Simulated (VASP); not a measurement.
Input of a VASP 6.6.1 run:

The input INCAR:

```
ALGO = Normal
EDIFF = 1E-8
ENCUT = 520
GGA = PE
ISIF = 2
ISMEAR = -1
LASPH = True
LCHARG = False
LEFG = True
LREAL = False
LWAVE = False
NBANDS = 15
NELM = 100
PREC = Accurate
SIGMA = 0.03
```

The input KPOINTS:

```
k-points
0
Gamma
  16 16 16
```

The input POSCAR:

```
TiC
1.0
    0.0000000000      2.1640000000      2.2072800000
    2.1640000000      0.0000000000      2.2072800000
    2.1640000000      2.1640000000      0.0000000000
Ti C
1 1
Direct
    0.0000000000      0.0000000000      0.0000000000
    0.5000000000      0.5000000000      0.5000000000
```

Potentials or basis: VASP PAW PBE potentials, release 64 (Ti_sv, C).

Launch:

```sh
$ cat potpaw_PBE.64/Ti_sv/POTCAR potpaw_PBE.64/C/POTCAR > POTCAR
$ mpirun -np 1 vasp_std > vasp.out
```

(1) Predict the band gap on the k mesh.

(2) What does it give for the pressure?

Results:

(1) zero (band 8 reaches 9.94 eV, above the bottom of band 9 at 8.75 eV).

(2) -3.6 GPa.

Caveat: the cell differs from its parent crystal (zz strain of +2 %); without QUAD_EFG the Cq values of the log hold for a quadrupole moment of 1 mb, not for the nuclei.
